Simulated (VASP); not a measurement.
# MnHg (Pm-3m) in VASP: notebook

MnHg is run at these levels: PBE; tasks: single point.

Everything below comes from runs of VASP 6.6.1. Logs are shortened: lines on timing, memory, paths and dates and some standing lists are left out, and cuts for length are marked.

## Step 1: The cell of the first run

It takes space group Pm-3m (No. 221, cubic). The conventional cell has a = 3.259 Å, b = 3.259 Å, c = 3.259 Å, α = 90.00°, β = 90.00°, γ = 90.00°. Mn (site symmetry m-3m) has 8 Hg at 2.82 Å and 6 Mn at 3.26 Å within 3.7 Å. Hg (site symmetry m-3m) has 8 Mn at 2.82 Å and 6 Hg at 3.26 Å within 3.7 Å.

## Step 2: Single point, PBE (17.30 Å³/atom)

Input file INCAR:

```
SYSTEM = MnHg
PREC = Accurate ; ENCUT = 520
EDIFF = 1E-6 ; ISMEAR = -1
SIGMA = 0.1 ; LREAL = .False.
LASPH = .True. ; NELM = 60
ALGO = Normal ; ISIF = 2
LWAVE = .False. ; LCHARG = .False.
GGA = PE ; NBANDS = 20
```

Input file KPOINTS:

```
regular mesh
0
Gamma
  10 10 10
  0 0 0
```

Input file POSCAR:

```
MnHg
1.0
    3.2588027028      0.0000000000      0.0000000000
    0.0000000000      3.2588027028      0.0000000000
    0.0000000000      0.0000000000      3.2588027028
Mn Hg
1 1
Direct
    0.5000000000      0.5000000000      0.5000000000
    0.0000000000      0.0000000000      0.0000000000
```

Potentials or basis: VASP PAW PBE potentials, release 64 (Mn_pv, Hg).

Command:

```
cat potpaw_PBE.64/Mn_pv/POTCAR potpaw_PBE.64/Hg/POTCAR > POTCAR
mpirun -np 1 vasp_std > vasp.out
```

OUTCAR:

```text
SYSTEM = MnHg
   PREC = Accurate
   ENCUT = 520
   EDIFF = 1E-6
   ISMEAR = -1
   LREAL = .False.
   LASPH = .True.
   NELM = 60
   ISIF = 2
   GGA = PE

 ion  position               nearest neighbor table
   1  0.500  0.500  0.500-   2 2.82   2 2.82   2 2.82   2 2.82   2 2.82   2 2.82   2 2.82   2 2.82

   2  0.000  0.000  0.000-   1 2.82   1 2.82   1 2.82   1 2.82   1 2.82   1 2.82   1 2.82   1 2.82

  LATTYP: Found a simple cubic cell.
 ALAT       =     3.2588027028

  Lattice vectors:

 A1 = (   3.2588027028,   0.0000000000,   0.0000000000)
 A2 = (   0.0000000000,   3.2588027028,   0.0000000000)
 A3 = (   0.0000000000,   0.0000000000,   3.2588027028)

Analysis of symmetry for initial positions (statically):
=====================================================================
 Subroutine PRICEL returns:
 Original cell was already a primitive cell.

 Routine SETGRP: Setting up the symmetry group for a
 simple cubic supercell.

 Subroutine GETGRP returns: Found 48 space group operations
 (whereof 48 operations were pure point group operations)
 out of a pool of 48 trial point group operations.

The static configuration has the point symmetry O_h .

Analysis of symmetry for dynamics (positions and initial velocities):
=====================================================================
 Subroutine PRICEL returns:
 Original cell was already a primitive cell.

 Routine SETGRP: Setting up the symmetry group for a
 simple cubic supercell.

 Subroutine GETGRP returns: Found 48 space group operations
 (whereof 48 operations were pure point group operations)
 out of a pool of 48 trial point group operations.

The dynamic configuration has the point symmetry O_h .

 Subroutine INISYM returns: Found 48 space group operations
 (whereof 48 operations are pure point group operations),
 and found     1 'primitive' translations

----------------------------------------------------------------------------------------

                                     Primitive cell

  volume of cell :      34.6078

  direct lattice vectors                    reciprocal lattice vectors
     3.258802703  0.000000000  0.000000000     0.306861167  0.000000000  0.000000000
     0.000000000  3.258802703  0.000000000     0.000000000  0.306861167  0.000000000
     0.000000000  0.000000000  3.258802703     0.000000000  0.000000000  0.306861167

  length of vectors
     3.258802703  3.258802703  3.258802703     0.306861167  0.306861167  0.306861167

  position of ions in fractional coordinates (direct lattice)
     0.500000000  0.500000000  0.500000000
     0.000000000  0.000000000  0.000000000

  ion indices of the primitive-cell ions
   primitive index   ion index
                 1           1
                 2           2

----------------------------------------------------------------------------------------

 KPOINTS: regular mesh

Automatic generation of k-mesh.
 Grid dimensions read from file:
 generate k-points for:   10   10   10

 Generating k-lattice:

  Cartesian coordinates                     Fractional coordinates (reciprocal lattice)
     0.030686117  0.000000000  0.000000000     0.100000000  0.000000000  0.000000000
     0.000000000  0.030686117  0.000000000     0.000000000  0.100000000  0.000000000
     0.000000000  0.000000000  0.030686117     0.000000000  0.000000000  0.100000000

  Length of vectors
     0.030686117  0.030686117  0.030686117

  Shift w.r.t. Gamma in fractional coordinates (k-lattice)
     0.000000000  0.000000000  0.000000000

 Subroutine IBZKPT returns following result:
 ===========================================

 Found     56 irreducible k-points:

 Following reciprocal coordinates:
            Coordinates               Weight
  0.000000  0.000000  0.000000      1.000000
  0.100000  0.000000  0.000000      6.000000
  0.200000  0.000000  0.000000      6.000000
  0.300000  0.000000  0.000000      6.000000
  0.400000  0.000000  0.000000      6.000000
  0.500000  0.000000  0.000000      3.000000
[... 16 lines left out ...]
  0.200000  0.100000  0.100000     24.000000
  0.300000  0.100000  0.100000     24.000000
 [... further k-points ...]
   k-points           NKPTS =     56   k-points in BZ     NKDIM =     56   number of bands    NBANDS=     20
   number of dos      NEDOS =    301   number of ions     NIONS =      2
   total plane-waves  NPLWV =  13824
   dimension x,y,z NGX =    24 NGY =   24 NGZ =   24
   dimension x,y,z NGXF=    48 NGYF=   48 NGZF=   48
   ions per type =               1   1
   NGX,Y,Z   is equivalent  to a cutoff of  12.24, 12.24, 12.24 a.u.
   NGXF,Y,Z  is equivalent  to a cutoff of  24.49, 24.49, 24.49 a.u.
 SYSTEM =  MnHg
   PREC   = accura    normal or accurate (medium, high low for compatibility)
   ISTART =      0    job   : 0-new  1-cont  2-samecut
   ICHARG =      2    charge: 1-file 2-atom 10-const
   ISPIN  =      1    spin polarized calculation?
   LNONCOLLINEAR =      F non collinear calculations
   LSORBIT =      F    spin-orbit coupling
   LASPH  =      T    aspherical Exc in radial PAW
   ENCUT  =  520.0 eV  38.22 Ry    6.18 a.u.   6.06  6.06  6.06*2*pi/ulx,y,z
   NELM   =     60;   NELMIN=  2; NELMDL= -5     # of ELM steps
   EDIFF  = 0.1E-05   stopping-criterion for ELM
   LREAL  =      F    real-space projection
   EDIFFG = 0.1E-04   stopping-criterion for IOM
   NSW    =      0    number of steps for IOM
   IBRION =     -1    ionic relax: 0-MD 1-quasi-New 2-CG
   NFREE  =      0    steps in history (QN), initial steepest desc. (CG)
   ISIF   =      2    stress and relaxation
   ISYM   =      2    0-nonsym 1-usesym 2-fastsym
   POTIM  = 0.5000    time-step for ionic-motion
   TEBEG  =    0.0;   TEEND  =   0.0 temperature during run
   PSTRESS=    0.0 pullay stress
   NELECT =      25.0000    total number of electrons
   NUPDOWN=      -1.0000    fix difference up-down
   EMIN   =  10.00;   EMAX   =-10.00  energy-range for DOS
   EFERMI =   0.00;   METHOD = LEGACY
   ISMEAR =    -1;   SIGMA  =   0.10  broadening in eV -4-tet -1-fermi 0-gaus
   EFERMI_NEDOS =   21; number of points for ismear=-14 and -15
   IALGO  =     38    algorithm
   IMIX   =      4    mixing-type and parameters
     AMIX     =   0.40;   BMIX     =  1.00
     AMIX_MAG =   1.60;   BMIX_MAG =  1.00
  volume/ion in A,a.u.               =      17.30       116.77
  Fermi-wavevector in a.u.,A,eV,Ry     =   1.468915  2.775847 29.357458  2.157712
  Thomas-Fermi vector in A             =   2.584356
   LORBIT       =      0    0 simple, 1 ext, 2 COOP (PROOUT), +10 PAW based schemes
   GGA     = PE    functional components
   LHFCALC =     F    Hartree Fock is set to
   AEXX    =    0.0000 exact exchange contribution
   IVDW    =     0    specifies the selected vdW correction
   LEPSILON=     F    determine dielectric tensor
   LRPA    =     F    only Hartree local field effects (RPA)
 non-spin polarized calculation
  energy-cutoff  :      520.00
  volume of cell :       34.61
 maximum number of plane-waves:       952
   NGX = 13   NGY = 13   NGZ = 13

 number of electron      25.0000017 magnetization

 Free energy of the ion-electron system (eV)
  ---------------------------------------------------
  ext. energy  EPLUGINS =         0.00000000
  ---------------------------------------------------
  free energy    TOTEN  =        -7.25257806 eV

  energy without entropy =       -7.08649409  energy(sigma->0) =       -7.16953608

 E-fermi :   5.2395     XC(G=0): -12.0114

 val. band max:        5.2355068172   @ k =   0.5000   0.2000   0.1000
 cond. band min:       5.2458889600   @ k =   0.3000   0.2000   0.2000
 fundamental gap:      0.0103821427
 Fermi energy:         5.2394871108

 k-point     1 :       0.0000    0.0000    0.0000
  band No.  band energies     occupation
      1     -42.3903      2.00000
      2     -42.3903      2.00000
      3     -42.3903      2.00000
      4      -3.9476      2.00000
      5      -2.6920      2.00000
      6      -2.6920      2.00000
[... 12 lines left out ...]
     19      17.9610      0.00000
     20      17.9610      0.00000

 k-point     2 :       0.1000    0.0000    0.0000
  band No.  band energies     occupation
      1     -42.3925      2.00000
      2     -42.3902      2.00000
      3     -42.3902      2.00000
      4      -3.7870      2.00000
      5      -2.6672      2.00000
      6      -2.6111      2.00000
[... 12 lines left out ...]
     19      17.9756      0.00000
     20      18.7760      0.00000

 k-point     3 :       0.2000    0.0000    0.0000
  band No.  band energies     occupation
      1     -42.3981      2.00000
      2     -42.3899      2.00000
      3     -42.3899      2.00000
      4      -3.3632      2.00000
      5      -2.6009      2.00000
      6      -2.3341      2.00000
[... 12 lines left out ...]
     19      18.0214      0.00000
     20      21.2047      0.00000

 k-point     4 :       0.3000    0.0000    0.0000
  band No.  band energies     occupation
      1     -42.4051      2.00000
      2     -42.3894      2.00000
      3     -42.3894      2.00000
      4      -2.9074      2.00000
      5      -2.5163      2.00000
      6      -1.6971      2.00000
[... 12 lines left out ...]
     19      18.0997      0.00000
     20      20.8189      0.00000

 k-point     5 :       0.4000    0.0000    0.0000
  band No.  band energies     occupation
      1     -42.4107      2.00000
      2     -42.3891      2.00000
      3     -42.3891      2.00000
      4      -2.6412      2.00000
      5      -2.4455      2.00000
      6      -1.7514      2.00000
[... 12 lines left out ...]
     19      18.1950      0.00000
     20      19.4363      0.00000
[... 353 lines left out ...]
      6      -1.8990      2.00000
[... 12 lines left out ...]
     19      18.1729      0.00000
     20      18.3942      0.00000

 k-point    22 :       0.1000    0.1000    0.1000
  band No.  band energies     occupation
      1     -42.3924      2.00000
      2     -42.3921      2.00000
      3     -42.3921      2.00000
      4      -3.4685      2.00000
      5      -2.5397      2.00000
      6      -2.5397      2.00000
[... 12 lines left out ...]
     19      18.9499      0.00000
     20      18.9499      0.00000

 k-point    23 :       0.2000    0.1000    0.1000
  band No.  band energies     occupation
      1     -42.3978      2.00000
      2     -42.3919      2.00000
      3     -42.3918      2.00000
      4      -3.0618      2.00000
      5      -2.4803      2.00000
      6      -2.2819      2.00000
[... 12 lines left out ...]
     19      18.9840      0.00000
     20      20.6035      0.00000

 k-point    24 :       0.3000    0.1000    0.1000
  band No.  band energies     occupation
      1     -42.4046      2.00000
      2     -42.3914      2.00000
      3     -42.3913      2.00000
      4      -2.6675      2.00000
      5      -2.4035      2.00000
      6      -1.9189      2.00000
[... 12 lines left out ...]
     19      18.5575      0.00000
     20      19.1057      0.00000

 [... further k-points ...]

------------------------ aborting loop because EDIFF is reached ----------------------------------------

  FORCE on cell =-STRESS in cart. coord.  units (eV):
  Direction    XX          YY          ZZ          XY          YZ          ZX
  --------------------------------------------------------------------------------------
  -------------------------------------------------------------------------------------
  Total       -2.1973394     -2.1973394     -2.1973394     -0.0000000      0.0000000     -0.0000000
  in kB     -101.7263661   -101.7263661   -101.7263661     -0.0000000      0.0000000     -0.0000000
  external PRESSURE =    -101.7263661 kB  Pullay stress =       0.0000000 kB

 VOLUME and BASIS-vectors are now :
 -----------------------------------------------------------------------------
  energy-cutoff  :      520.00
  volume of cell :       34.61
      direct lattice vectors                 reciprocal lattice vectors
     3.258802703  0.000000000  0.000000000     0.306861167  0.000000000  0.000000000
     0.000000000  3.258802703  0.000000000     0.000000000  0.306861167  0.000000000
     0.000000000  0.000000000  3.258802703     0.000000000  0.000000000  0.306861167

 POSITION                                       TOTAL-FORCE (eV/Angst)
 -----------------------------------------------------------------------------------
      1.62940      1.62940      1.62940         0.000000      0.000000      0.000000
      0.00000      0.00000      0.00000         0.000000      0.000000      0.000000
 -----------------------------------------------------------------------------------
    total drift:                                0.000000      0.000000     -0.000000

  FREE ENERGIE OF THE ION-ELECTRON SYSTEM (eV)
  ---------------------------------------------------
  free  energy   TOTEN  =        -7.2525780644 eV

  energy  without entropy=       -7.0864940894  energy(sigma->0) =       -7.16953608
```

Wall time 28 s (1 thread of Intel Xeon 8259CL, shared host); peak memory 0.17 GiB.

Results:

| Item | Value |
| --- | --- |
| Free energy | -7.2526 eV |
| Pressure | -10.2 GPa |
| Band gap on the k mesh | zero (an odd number of electrons rules out a gap without spin polarisation) |

Caveat: the cell stands under tension; spin-orbit coupling is left out, which moves the levels of the heavy elements; the run has no spin polarisation, though such a crystal can be magnetic. Spin polarisation is off, so any magnetic state and its effect on volume and gap are missing.

## Step 3: Single point, PBE (17.30 Å³/atom)

Input file INCAR:

```
ALGO = Normal ; EDIFF = 1E-6
ENCUT = 520 ; GGA = PE
ISIF = 2 ; ISMEAR = -1
LASPH = True ; LCHARG = False
LREAL = False ; LWAVE = False
NBANDS = 20 ; NELM = 100
PREC = Accurate ; SIGMA = 0.1
```

Input file KPOINTS:

```
k-points
0
Gamma
  10 10 10
```

POSCAR is that of step 2.

Potentials or basis: VASP PAW PBE potentials, release 64 (Mn_pv, Hg).

Command:

```
cat potpaw_PBE.64/Mn_pv/POTCAR potpaw_PBE.64/Hg/POTCAR > POTCAR
mpirun -np 1 vasp_std > vasp.out
```

It took 22 s on 1 thread of Intel Xeon 8259CL, shared host; peak memory 0.17 GiB.

Results (log left out):

* Free energy: -7.2526 eV
* Pressure: -10.2 GPa
* Band gap on the k mesh: zero (an odd number of electrons rules out a gap without spin polarisation)

Levels at points of the mesh, in eV from the Fermi level:
```csv
k point,band 9,band 10,band 11,band 12,band 13,band 14,band 15,band 16
"(0.00, 0.00, 0.00)",-6.65,-0.73,-0.73,0.31,0.31,0.31,5.98,5.98
"(0.50, 0.00, 0.00)",-4.42,-4.28,-1.12,-0.58,-0.58,0.10,0.82,11.40
"(0.50, 0.50, 0.00)",-3.27,-0.92,-0.92,-0.47,0.23,0.23,0.52,2.60
"(0.50, 0.50, 0.50)",-2.03,-2.03,-2.03,0.55,0.55,1.26,5.57,5.57
```

Caveat: the cell stands under tension; spin-orbit coupling is left out, which moves the levels of the heavy elements; the run has no spin polarisation, though such a crystal can be magnetic.
